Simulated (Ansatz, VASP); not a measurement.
## Two plane-wave programs on SiC

```xyz
12
Lattice="1.5296 -2.6494 0.0000 1.5296 2.6494 0.0000 0.0000 0.0000 15.0108" Properties=species:S:1:pos:R:3 pbc="T T T"
Si    1.5296    1.7663   12.8748
Si    1.5296   -1.7663    5.3694
Si    1.5296    0.0000    7.8729
Si    1.5296    0.0000    0.3675
Si    1.5296   -1.7663   10.3757
Si    1.5296    1.7663    2.8703
C     1.5296    0.0000    9.7546
C     1.5296    0.0000    2.2492
C     1.5296    1.7663   14.7510
C     1.5296   -1.7663    7.2456
C     1.5296   -1.7663   12.2519
C     1.5296    1.7663    4.7465
```

Alike in both runs: functional LDA; k mesh 12 × 12 × 2; occupations gaussian, width 0.02 eV; no spin polarisation.

Ansatz relaxed the structure, and its values are those at the end. VASP's run is a single point on that final structure, the one shown.

```csv
,VASP,Ansatz
version,VASP 6.6.1,Ansatz 0.2.0
potentials or method,"VASP PAW LDA potentials, release 64 (Si, C), cutoff 520 eV","scalar-relativistic, plane waves, PAW"
valence electrons in the cell,48,48
```

```csv
,VASP,Ansatz,Ansatz less VASP
gap on the k mesh at the Fermi level (eV),1.97,1.98,+0.011
least direct gap on the mesh (eV),3.07,3.08,+0.012
pressure (GPa),0.4,0.0,-0.41
```

LDA's correlation is that of Perdew and Zunger in VASP and of Perdew and Wang (1992) in Ansatz.
